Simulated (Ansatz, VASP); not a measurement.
## Two plane-wave programs on Li2BeS3

```
CELL_PARAMETERS angstrom
3.19325 0.00000 0.00000
-1.59662 2.76543 0.00000
0.00000 0.00000 9.74321
ATOMIC_POSITIONS crystal
Li 0.33333 0.66667 0.67763
Li 0.66667 0.33333 0.32237
Be 0.00000 0.00000 0.00000
S 0.00000 0.00000 0.50000
S 0.33333 0.66667 0.13550
S 0.66667 0.33333 0.86450
```

Alike in both runs: task relaxation of cell and atoms; functional PBE; k mesh 15 × 15 × 4; occupations gaussian, width 0.1 eV; no spin polarisation.

```csv
,VASP,Ansatz
version,VASP 6.6.1,Ansatz 0.2.0
potentials or method,"VASP PAW PBE potentials, release 64 (Li_sv, Be, S), cutoff 600 eV","scalar-relativistic, plane waves, PAW"
valence electrons in the cell,26,26
```

```csv
,VASP,Ansatz,Ansatz less VASP
"gap on the k mesh at the Fermi level, each at its own relaxed structure (eV)",none,none,-
relaxed volume (Å³/atom),14.30,14.30,+0.009
relaxed cell length with the largest relative difference (Å),3.180,3.181,+0.0011
```

A gap of «none» marks a metal or a gap that the smearing closes.

Noted on VASP's run: the cutoff is short for stress, so the pressure is rough.
